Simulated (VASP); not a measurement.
# Nb (P6/mmm) in VASP: a series of runs, part 2 of 2

VASP 6.6.1. Earlier steps stand in the parts before.

### 5 Single point, PBE (17.76 Å³/atom)

This run uses another cell than the first one, of 17.76 Å³/atom.

File INCAR:

```
PREC = Accurate
ENCUT = 500
EDIFF = 1E-6
ISMEAR = -1
SIGMA = 0.1
LREAL = F
LASPH = T
NELM = 120
ALGO = Normal
ISIF = 2
LWAVE = F
LCHARG = F
GGA = PE
NBANDS = 26
GGA_COMPAT = F
```

File KPOINTS:

```
regular mesh
0
Gamma
  9 9 13
```

File POSCAR:

```
Nb
1.0
    4.8168507396      0.0000000000      0.0000000000
   -2.4084253698      4.1715151067      0.0000000000
    0.0000000000      0.0000000000      2.6515843422
Nb
3
Direct
    0.0000000000      0.0000000000      0.0000000000
    0.3333333333      0.6666666667      0.5000000000
    0.6666666667      0.3333333333      0.5000000000
```

Potentials or basis: VASP PAW PBE potentials, release 64 (Nb_sv).

On the command line:

```sh
$ cat potpaw_PBE.64/Nb_sv/POTCAR > POTCAR
$ mpirun -np 1 vasp_std > vasp.out
```

OUTCAR:

```text
PREC = Accurate
   ENCUT = 500
   EDIFF = 1E-6
   ISMEAR = -1
   LREAL = F
   LASPH = T
   NELM = 120
   ISIF = 2
   GGA = PE

 ion  position               nearest neighbor table
   1  0.000  0.000  0.000-
   2  0.333  0.667  0.500-   3 2.78   3 2.78   3 2.78
   3  0.667  0.333  0.500-   2 2.78   2 2.78   2 2.78

  LATTYP: Found a hexagonal cell.
 ALAT       =     4.8168507396
 C/A-ratio  =     0.5504809025

  Lattice vectors:

 A1 = (   4.8168507396,   0.0000000000,   0.0000000000)
 A2 = (  -2.4084253698,   4.1715151067,   0.0000000000)
 A3 = (   0.0000000000,   0.0000000000,   2.6515843422)

Analysis of symmetry for initial positions (statically):
=====================================================================
 Subroutine PRICEL returns:
 Original cell was already a primitive cell.

 Routine SETGRP: Setting up the symmetry group for a
 hexagonal supercell.

 Subroutine GETGRP returns: Found 24 space group operations
 (whereof 24 operations were pure point group operations)
 out of a pool of 24 trial point group operations.

The static configuration has the point symmetry D_6h.

Analysis of symmetry for dynamics (positions and initial velocities):
=====================================================================
 Subroutine PRICEL returns:
 Original cell was already a primitive cell.

 Routine SETGRP: Setting up the symmetry group for a
 hexagonal supercell.

 Subroutine GETGRP returns: Found 24 space group operations
 (whereof 24 operations were pure point group operations)
 out of a pool of 24 trial point group operations.

The dynamic configuration has the point symmetry D_6h.

 Subroutine INISYM returns: Found 24 space group operations
 (whereof 24 operations are pure point group operations),
 and found     1 'primitive' translations

[... 112 lines left out ...]
   EFERMI_NEDOS =   21; number of points for ismear=-14 and -15
   IALGO  =     38    algorithm
   IMIX   =      4    mixing-type and parameters
     AMIX     =   0.40;   BMIX     =  1.00
     AMIX_MAG =   1.60;   BMIX_MAG =  1.00
  volume/ion in A,a.u.               =      17.76       119.85
  Fermi-wavevector in a.u.,A,eV,Ry     =   1.475397  2.788096 29.617110  2.176796
  Thomas-Fermi vector in A             =   2.590051
   LORBIT       =      0    0 simple, 1 ext, 2 COOP (PROOUT), +10 PAW based schemes
   GGA     = PE    functional components
   LHFCALC =     F    Hartree Fock is set to
   AEXX    =    0.0000 exact exchange contribution
   IVDW    =     0    specifies the selected vdW correction
   LEPSILON=     F    determine dielectric tensor
   LRPA    =     F    only Hartree local field effects (RPA)
 non-spin polarized calculation
  energy-cutoff  :      500.00
  volume of cell :       53.28
 maximum number of plane-waves:      1366
 NGX is ok and might be reduce to    36
   NGX = 17   NGY = 17   NGZ =  9

 number of electron      39.0000003 magnetization

 Free energy of the ion-electron system (eV)
  ---------------------------------------------------
  ext. energy  EPLUGINS =         0.00000000
  ---------------------------------------------------
  free energy    TOTEN  =       -30.05667932 eV

  energy without entropy =      -29.96023438  energy(sigma->0) =      -30.00845685

 E-fermi :  11.5802     XC(G=0): -12.5589

 val. band max:       11.5719842353   @ k =   0.2222   0.2222   0.3077
 cond. band min:      11.5818861893   @ k =   0.4444   0.1111   0.1538
 fundamental gap:      0.0099019540
 Fermi energy:        11.5802294912

 k-point     1 :       0.0000    0.0000    0.0000
  band No.  band energies     occupation
      1     -43.0331      2.00000
      2     -42.8136      2.00000
      3     -42.7602      2.00000
      4     -19.4000      2.00000
      5     -19.4000      2.00000
      6     -19.1649      2.00000
[... 685 lines left out ...]
     25      15.1504      0.00000
     26      15.1540      0.00000

 [... further k-points ...]

------------------------ aborting loop because EDIFF is reached ----------------------------------------

  FORCE on cell =-STRESS in cart. coord.  units (eV):
  Direction    XX          YY          ZZ          XY          YZ          ZX
  --------------------------------------------------------------------------------------
  -------------------------------------------------------------------------------------
  Total        2.3123610      2.3123610      2.2576365      0.0000000      0.0000000      0.0000000
  in kB       69.5350484     69.5350484     67.8894274      0.0000000      0.0000000      0.0000000
  external PRESSURE =      68.9865081 kB  Pullay stress =       0.0000000 kB

 VOLUME and BASIS-vectors are now :
 -----------------------------------------------------------------------------
  energy-cutoff  :      500.00
  volume of cell :       53.28
      direct lattice vectors                 reciprocal lattice vectors
     4.816850740  0.000000000  0.000000000     0.207604523  0.119860527  0.000000000
    -2.408425370  4.171515107  0.000000000     0.000000000  0.239721054  0.000000000
     0.000000000  0.000000000  2.651584342     0.000000000  0.000000000  0.377133016

 POSITION                                       TOTAL-FORCE (eV/Angst)
 -----------------------------------------------------------------------------------
      0.00000      0.00000      0.00000         0.000000      0.000000     -0.000000
     -0.00000      2.78101      1.32579         0.000000     -0.000000      0.000000
      2.40843      1.39051      1.32579        -0.000000      0.000000     -0.000000
 -----------------------------------------------------------------------------------
    total drift:                                0.000000      0.000000     -0.000000

  FREE ENERGIE OF THE ION-ELECTRON SYSTEM (eV)
  ---------------------------------------------------
  free  energy   TOTEN  =       -30.0566793162 eV

  energy  without entropy=      -29.9602343791  energy(sigma->0) =      -30.00845685
```

Run time: 2.5 min. Hardware: 1 thread of Intel Xeon 8259CL, shared host; peak memory 0.22 GiB.

What came out:

```yaml
Free_energy: -30.0567 eV
Pressure: 6.9 GPa
Band_gap_on_the_k_mesh: zero (an odd number of electrons rules out a gap without spin polarisation)
```

Stress tensor (GPa, compression positive):
```
6.95 0.00 0.00
0.00 6.95 0.00
0.00 0.00 6.79
```

Caveat: the cell stands under pressure.

### 6 Overview

```tsv
cell	k mesh	gap on the mesh (eV)	pressure (GPa)
a = 4.883, b = 4.883, c = 2.688 Å, angles 90.0, 90.0, 120.0°, 3 atoms	8 × 8 × 11	none	-0.3
a = 4.679, b = 4.679, c = 2.576 Å, angles 90.0, 90.0, 120.0°, 3 atoms	9 × 9 × 13	none	26.3
a = 4.749, b = 4.749, c = 2.614 Å, angles 90.0, 90.0, 120.0°, 3 atoms	9 × 9 × 13	none	15.6
a = 4.817, b = 4.817, c = 2.652 Å, angles 90.0, 90.0, 120.0°, 3 atoms	9 × 9 × 13	none	6.9
```

Alike in all rows: task single point; level PBE; potentials or basis VASP PAW PBE potentials, release 64 (Nb_sv); no spin polarisation; cutoff (eV) 500; smearing fermi-dirac 0.1 eV.

Caveats: the cell stands under pressure (at least some runs).

Total energies depend on the potentials used, so only differences within one code and one set of settings carry meaning.
